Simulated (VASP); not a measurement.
Here is a VASP 6.6.1 calculation.

Contents of INCAR:

```
ALGO = Normal
EDIFF = 1E-6
ENCUT = 520
GGA = PE
ISIF = 2
ISMEAR = 0
LASPH = True
LCHARG = False
LREAL = False
LWAVE = False
NBANDS = 15
NELM = 100
PREC = Accurate
SIGMA = 0.01
```

The input KPOINTS:

```
k-points
0
Gamma
  8 8 8
```

File POSCAR:

```
CaO
1.0
    0.0000000000      2.4390926895      2.4390926895
    2.4390926895      0.0000000000      2.4390926895
    2.4390926895      2.4390926895      0.0000000000
Ca O
1 1
Direct
    0.0000000000      0.0000000000      0.0000000000
    0.5000000000      0.5000000000      0.5000000000
```

Potentials or basis: VASP PAW PBE potentials, release 64 (Ca_sv, O).

The run is started by

```sh
$ cat potpaw_PBE.64/Ca_sv/POTCAR potpaw_PBE.64/O/POTCAR > POTCAR
$ mpirun -np 1 vasp_std > vasp.out
```

Estimate the band gap on the k mesh.

3.64 eV, indirect (least direct gap 4.02 eV).

Predict the pressure.

-2.4 GPa.

 A k mesh can miss the band edges.
